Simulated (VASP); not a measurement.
The system is SrTiO3.

```
Sr Ti O
1.0
     3.93640    0.00000    0.00000
     0.00000    3.93640    0.00000
     0.00000    0.00000    3.93640
Sr Ti O
1 1 3
Direct
  0.50000 0.50000 0.50000
  0.00000 0.00000 0.00000
  0.50000 0.00000 0.00000
  0.00000 0.50000 0.00000
  0.00000 0.00000 0.50000
```

Base run:

```yaml
Program: VASP 6.6.1
Functional: PBE
Potentials_or_basis: VASP PAW PBE potentials, release 64 (Sr_sv, Ti_sv, O)
Cutoff: 520 eV
k_mesh: 8 × 8 × 8
Occupations: gaussian, width 0.02 eV
Spin: collinear spin
Starting_moments: "[0.0, 1.0, 0.0, 0.0, 0.0] μB"
Hubbard_terms: Ti d U = 4.0 eV
```

Its results: band gap on the k mesh 2.33 eV (least direct gap 2.76 eV); pressure 4.2 GPa; net moment 0.00 μB per cell.

The run is repeated on the same cell with these changes: functional from PBE to r2SCAN; hubbard terms from Ti d U = 4.0 eV to none. What comes out?

Band gap on the k mesh 2.22 eV (least direct gap 2.62 eV); pressure -3.2 GPa; net moment 0.00 μB per cell.

Several settings changed at once.

Caveats: the cell stands under pressure (at least some runs); the cell stands under tension (at least some runs); the PAW data sets were made with another functional, which shifts forces and pressure a little (at least some runs).

A k mesh can miss the band edges.
